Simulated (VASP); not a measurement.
# Ge (Fd-3m) in VASP: density of states with LDA

Aim: the density of states of Ge with LDA.

All numbers are computed with VASP 6.6.1; they aren't measurements. Logs are shortened: lines on timing, memory, paths and dates and some standing lists are left out, and cuts for length are marked.

### 1 The cell of the first run

It takes space group Fd-3m (No. 227, cubic). Conventional cell: a = 5.622 Å, b = 5.622 Å, c = 5.622 Å, α = 90.00°, β = 90.00°, γ = 90.00°. Within 3.2 Å of Ge (site symmetry -43m) lie 4 Ge at 2.43 Å.

### 2 Density of states, LDA

POSCAR

```
Ge
1.0
    0.0000000000      2.8109399997      2.8109399997
    2.8109399997      0.0000000000      2.8109399997
    2.8109399997      2.8109399997      0.0000000000
Ge
2
Direct
    0.0000000000      0.0000000000      0.0000000000
    0.2500000000      0.2500000000      0.2500000000
```

INCAR.step1

```
  PREC = Accurate
  ENCUT = 410
  EDIFF = 1E-6
  ISMEAR = 0
  SIGMA = 0.1
  LREAL = F
  LASPH = T
  NELM = 120
  ALGO = Normal
  ISIF = 2
  LWAVE = F
  LCHARG = T
  NBANDS = 21
  GGA_COMPAT = F
  NEDOS = 2001
  LORBIT = 11
```

KPOINTS.step1

```
regular mesh
0
Gamma
  14 14 14
```

INCAR.step2

```
  PREC = Accurate
  ENCUT = 410
  EDIFF = 1E-6
  ISMEAR = -5
  SIGMA = 0.1
  LREAL = F
  LASPH = T
  NELM = 120
  ALGO = Normal
  ISIF = 2
  LWAVE = F
  LCHARG = F
  LORBIT = 11
  NEDOS = 1001
  ICHARG = 11
  GGA_COMPAT = F
```

KPOINTS.step2

```
regular mesh
0
Gamma
  21 21 21
```

Potentials or basis: VASP PAW LDA potentials, release 64 (Ge_d).

Command:

```console
cat potpaw_LDA.64/Ge_d/POTCAR > POTCAR
cp INCAR.step1 INCAR
cp KPOINTS.step1 KPOINTS
mpirun -np 1 vasp_std > vasp.out
cp INCAR.step2 INCAR
cp KPOINTS.step2 KPOINTS
mpirun -np 1 vasp_std > vasp.out
```

OUTCAR:

```text
PREC = Accurate
   ENCUT = 410
   EDIFF = 1E-6
   ISMEAR = -5
   LREAL = F
   LASPH = T
   NELM = 120
   ISIF = 2
   LORBIT = 11
   ICHARG = 11

 ion  position               nearest neighbor table
   1  0.000  0.000  0.000-   2 2.43   2 2.43   2 2.43   2 2.43
   2  0.250  0.250  0.250-   1 2.43   1 2.43   1 2.43   1 2.43

  LATTYP: Found a face centered cubic cell.
 ALAT       =     5.6218799994

  Lattice vectors:

 A1 = (   0.0000000000,   2.8109399997,   2.8109399997)
 A2 = (   2.8109399997,   0.0000000000,   2.8109399997)
 A3 = (   2.8109399997,   2.8109399997,   0.0000000000)

Analysis of symmetry for initial positions (statically):
=====================================================================
 Subroutine PRICEL returns:
 Original cell was already a primitive cell.

 Routine SETGRP: Setting up the symmetry group for a
 face centered cubic supercell.

 Subroutine GETGRP returns: Found 48 space group operations
 (whereof 24 operations were pure point group operations)
 out of a pool of 48 trial point group operations.

The static configuration has the point symmetry T_d .
 The point group associated with its full space group is O_h .

Analysis of symmetry for dynamics (positions and initial velocities):
=====================================================================
 Subroutine PRICEL returns:
 Original cell was already a primitive cell.

 Routine SETGRP: Setting up the symmetry group for a
 face centered cubic supercell.

 Subroutine GETGRP returns: Found 48 space group operations
 (whereof 24 operations were pure point group operations)
 out of a pool of 48 trial point group operations.

The dynamic configuration has the point symmetry T_d .
 The point group associated with its full space group is O_h .

 Subroutine INISYM returns: Found 48 space group operations
 (whereof 24 operations are pure point group operations),
 and found     1 'primitive' translations

----------------------------------------------------------------------------------------

                                     Primitive cell

  volume of cell :      44.4206

  direct lattice vectors                    reciprocal lattice vectors
     0.000000000  2.810940000  2.810940000    -0.177876440  0.177876440  0.177876440
     2.810940000  0.000000000  2.810940000     0.177876440 -0.177876440  0.177876440
     2.810940000  2.810940000  0.000000000     0.177876440  0.177876440 -0.177876440

  length of vectors
     3.975269471  3.975269471  3.975269471     0.308091031  0.308091031  0.308091031

  position of ions in fractional coordinates (direct lattice)
     0.000000000  0.000000000  0.000000000
     0.250000000  0.250000000  0.250000000

  ion indices of the primitive-cell ions
   primitive index   ion index
                 1           1
                 2           2

----------------------------------------------------------------------------------------

 KPOINTS: regular mesh

Automatic generation of k-mesh.
 Grid dimensions read from file:
 generate k-points for:   21   21   21

 Generating k-lattice:

  Cartesian coordinates                     Fractional coordinates (reciprocal lattice)
    -0.008470307  0.008470307  0.008470307     0.047619048  0.000000000  0.000000000
     0.008470307 -0.008470307  0.008470307     0.000000000  0.047619048  0.000000000
     0.008470307  0.008470307 -0.008470307     0.000000000  0.000000000  0.047619048

  Length of vectors
     0.014671001  0.014671001  0.014671001

  Shift w.r.t. Gamma in fractional coordinates (k-lattice)
     0.000000000  0.000000000  0.000000000

 TETIRR: Found   1276 inequivalent tetrahedra from    55566

 Subroutine IBZKPT returns following result:
 ===========================================

 Found    286 irreducible k-points:

 Following reciprocal coordinates:
            Coordinates               Weight
  0.000000  0.000000  0.000000      1.000000
  0.047619  0.000000  0.000000      8.000000
  0.095238  0.000000  0.000000      8.000000
  0.142857  0.000000  0.000000      8.000000
  0.190476  0.000000  0.000000      8.000000
  0.238095  0.000000  0.000000      8.000000
[... 16 lines left out ...]
 -0.428571  0.047619  0.000000     24.000000
 -0.380952  0.047619  0.000000     24.000000
 [... further k-points ...]
   k-points           NKPTS =    286   k-points in BZ     NKDIM =    286   number of bands    NBANDS=     18
   number of dos      NEDOS =   1001   number of ions     NIONS =      2
   total plane-waves  NPLWV =  21952
   dimension x,y,z NGX =    28 NGY =   28 NGZ =   28
   dimension x,y,z NGXF=    56 NGYF=   56 NGZF=   56
   ions per type =               2
   NGX,Y,Z   is equivalent  to a cutoff of  11.71, 11.71, 11.71 a.u.
   NGXF,Y,Z  is equivalent  to a cutoff of  23.42, 23.42, 23.42 a.u.
 SYSTEM =  unknown system
   PREC   = accura    normal or accurate (medium, high low for compatibility)
   ISTART =      0    job   : 0-new  1-cont  2-samecut
   ICHARG =     11    charge: 1-file 2-atom 10-const
   ISPIN  =      1    spin polarized calculation?
   LNONCOLLINEAR =      F non collinear calculations
   LSORBIT =      F    spin-orbit coupling
   LASPH  =      T    aspherical Exc in radial PAW
   ENCUT  =  410.0 eV  30.13 Ry    5.49 a.u.   6.56  6.56  6.56*2*pi/ulx,y,z
   NELM   =    120;   NELMIN=  2; NELMDL=  0     # of ELM steps
   EDIFF  = 0.1E-05   stopping-criterion for ELM
   LREAL  =      F    real-space projection
   EDIFFG = 0.1E-04   stopping-criterion for IOM
   NSW    =      0    number of steps for IOM
   IBRION =     -1    ionic relax: 0-MD 1-quasi-New 2-CG
   NFREE  =      0    steps in history (QN), initial steepest desc. (CG)
   ISIF   =      2    stress and relaxation
   ISYM   =      2    0-nonsym 1-usesym 2-fastsym
   POTIM  = 0.5000    time-step for ionic-motion
   TEBEG  =    0.0;   TEEND  =   0.0 temperature during run
   PSTRESS=    0.0 pullay stress
   NELECT =      28.0000    total number of electrons
   NUPDOWN=      -1.0000    fix difference up-down
   EMIN   =  10.00;   EMAX   =-10.00  energy-range for DOS
   EFERMI =   0.00;   METHOD = LEGACY
   ISMEAR =    -5;   SIGMA  =   0.10  broadening in eV -4-tet -1-fermi 0-gaus
   EFERMI_NEDOS =   21; number of points for ismear=-14 and -15
   IALGO  =     38    algorithm
   IMIX   =      4    mixing-type and parameters
     AMIX     =   0.40;   BMIX     =  1.00
     AMIX_MAG =   1.60;   BMIX_MAG =  1.00
  volume/ion in A,a.u.               =      22.21       149.88
  Fermi-wavevector in a.u.,A,eV,Ry     =   1.403673  2.652557 26.807529  1.970298
  Thomas-Fermi vector in A             =   2.526311
   LORBIT       =     11    0 simple, 1 ext, 2 COOP (PROOUT), +10 PAW based schemes
   GGA     = CA    functional components
   LHFCALC =     F    Hartree Fock is set to
   AEXX    =    0.0000 exact exchange contribution
   IVDW    =     0    specifies the selected vdW correction
   LEPSILON=     F    determine dielectric tensor
   LRPA    =     F    only Hartree local field effects (RPA)
 non-spin polarized calculation
 Fermi weights with tetrahedron method with Bloechl corrections
  energy-cutoff  :      410.00
  volume of cell :       44.42
 maximum number of plane-waves:       871

 number of electron      28.0000006 magnetization

 Free energy of the ion-electron system (eV)
  ---------------------------------------------------
  ext. energy  EPLUGINS =         0.00000000
  ---------------------------------------------------
  free energy    TOTEN  =       -10.39410502 eV

  energy without entropy =      -10.39410502  energy(sigma->0) =      -10.39410502

 E-fermi :   4.9290     XC(G=0): -10.3790

 val. band max:        4.9081784705   @ k =   0.0000   0.0000   0.0000
 cond. band min:       4.9414646793   @ k =   0.0000   0.0000   0.0000
 fundamental gap:      0.0332862088
 Fermi energy:         4.9290382191

 k-point     1 :       0.0000    0.0000    0.0000
  band No.  band energies     occupation
      1     -20.0529      2.00000
      2     -20.0529      2.00000
      3     -20.0529      2.00000
      4     -20.0144      2.00000
      5     -20.0144      2.00000
      6     -19.7947      2.00000
[... 10 lines left out ...]
     17       7.4480      0.00000
     18       7.4480      0.00000

 k-point     2 :       0.0476    0.0000    0.0000
  band No.  band energies     occupation
      1     -20.0546      2.00000
      2     -20.0546      2.00000
      3     -20.0525      2.00000
      4     -20.0122      2.00000
      5     -20.0122      2.00000
      6     -19.7972      2.00000
[... 10 lines left out ...]
     17       7.5277      0.00000
     18       7.5612      0.00000

 k-point     3 :       0.0952    0.0000    0.0000
  band No.  band energies     occupation
      1     -20.0585      2.00000
      2     -20.0585      2.00000
      3     -20.0516      2.00000
      4     -20.0067      2.00000
      5     -20.0067      2.00000
      6     -19.8025      2.00000
[... 10 lines left out ...]
     17       7.7372      0.00000
     18       7.9805      0.00000

 k-point     4 :       0.1429    0.0000    0.0000
  band No.  band energies     occupation
      1     -20.0632      2.00000
      2     -20.0632      2.00000
      3     -20.0495      2.00000
      4     -19.9996      2.00000
      5     -19.9996      2.00000
      6     -19.8083      2.00000
[... 375 lines left out ...]
      4     -19.9693      2.00000
      5     -19.9682      2.00000
      6     -19.8305      2.00000
[... 10 lines left out ...]
     17       8.7325      0.00000
     18      12.0358      0.00000

 k-point    23 :      -0.4286    0.0476    0.0000
  band No.  band energies     occupation
      1     -20.0801      2.00000
      2     -20.0795      2.00000
      3     -20.0321      2.00000
      4     -19.9710      2.00000
      5     -19.9675      2.00000
      6     -19.8320      2.00000
[... 10 lines left out ...]
     17       8.6938      0.00000
     18      12.0622      0.00000

 k-point    24 :      -0.3810    0.0476    0.0000
  band No.  band energies     occupation
      1     -20.0793      2.00000
      2     -20.0788      2.00000
      3     -20.0337      2.00000
      4     -19.9735      2.00000
      5     -19.9680      2.00000
      6     -19.8328      2.00000
[... 10 lines left out ...]
     17       8.7122      0.00000
     18      12.0818      0.00000

 [... further k-points ...]
[... 5 lines left out ...]
  --------------------------------------------------------------------------------------
  -------------------------------------------------------------------------------------
  Total       -0.0783446     -0.0783446     -0.0783446     -0.0000000      0.0000000     -0.0000000
  in kB       -2.8257578     -2.8257578     -2.8257578     -0.0000000      0.0000000     -0.0000000
  external PRESSURE =      -2.8257578 kB  Pullay stress =       0.0000000 kB

 VOLUME and BASIS-vectors are now :
 -----------------------------------------------------------------------------
  energy-cutoff  :      410.00
  volume of cell :       44.42
      direct lattice vectors                 reciprocal lattice vectors
     0.000000000  2.810940000  2.810940000    -0.177876440  0.177876440  0.177876440
     2.810940000  0.000000000  2.810940000     0.177876440 -0.177876440  0.177876440
     2.810940000  2.810940000  0.000000000     0.177876440  0.177876440 -0.177876440

 POSITION                                       TOTAL-FORCE (eV/Angst)
 -----------------------------------------------------------------------------------
      0.00000      0.00000      0.00000         0.000000      0.000000      0.000000
      1.40547      1.40547      1.40547        -0.000000     -0.000000     -0.000000
 -----------------------------------------------------------------------------------
    total drift:                                0.000000      0.000000     -0.000000

  FREE ENERGIE OF THE ION-ELECTRON SYSTEM (eV)
  ---------------------------------------------------
  free  energy   TOTEN  =       -10.3941050171 eV

  energy  without entropy=      -10.3941050171  energy(sigma->0) =      -10.39410502

 total charge

# of ion       s       p       d       tot
------------------------------------------
    1        1.139   1.284  10.026  12.449
    2        1.139   1.284  10.026  12.449
--------------------------------------------------
tot          2.279   2.567  20.051  24.897
```

Run time: 98 s. Hardware: 1 thread of Intel Xeon 6975P-C, shared host; peak memory 0.24 GiB.

Results:

```yaml
Valence_electrons_inside_the_program's_atomic_spheres: Ge 12.45
```
